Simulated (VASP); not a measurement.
Input of a VASP 6.6.1 run:

Contents of POSCAR:

```
BiB
1.0
    4.1609172227      0.0000000000      0.0000000000
   -2.0804586113      3.6034600179      0.0000000000
    0.0000000000      0.0000000000      5.5892505505
B Bi
2 2
Direct
    0.3333333333      0.6666666667      0.2500000000
    0.6666666667      0.3333333333      0.7500000000
    0.6666666667      0.3333333333      0.2500000000
    0.3333333333      0.6666666667      0.7500000000
```

The input INCAR.step1:

```
PREC = Accurate ; ENCUT = 520
ISMEAR = -1 ; SIGMA = 0.02
LREAL = F ; LASPH = T
NELM = 60 ; NBANDS = 26
GGA = PE ; ALGO = Normal
EDIFF = 1E-4 ; LWAVE = T
LCHARG = F
```

INCAR.step2

```
PREC = Accurate ; ENCUT = 520
EDIFF = 1E-6 ; ISMEAR = -1
SIGMA = 0.02 ; LREAL = F
LASPH = T ; NELM = 60
ALGO = Normal ; ISIF = 2
LWAVE = F ; LCHARG = F
METAGGA = R2SCAN ; LMIXTAU = T
NBANDS = 26 ; ISTART = 1
```

Contents of KPOINTS:

```
Automatic mesh
0
Gamma
  6 6 4
```

Potentials or basis: VASP PAW PBE potentials, release 64 (B, Bi_d).

Command:

```sh
$ cat potpaw_PBE.64/B/POTCAR potpaw_PBE.64/Bi_d/POTCAR > POTCAR
$ cp INCAR.step1 INCAR
$ mpirun -np 1 vasp_std > vasp.out
$ cp INCAR.step2 INCAR
$ mpirun -np 1 vasp_std > vasp.out
```

**Question.** What does it give for the band gap on the k mesh?

**Answer.** Zero (bands 18 and 19 overlap by 2.17 eV).

**Question.** Estimate the pressure.

**Answer.** 0.0 GPa.

Stress tensor (GPa, compression positive):
```
-0.02  0.00  0.00
 0.00 -0.02  0.00
 0.00  0.00  0.07
```

Caveat: the PAW data sets were made with another functional, which shifts forces and pressure a little; spin-orbit coupling is left out, which moves the levels of the heavy elements.
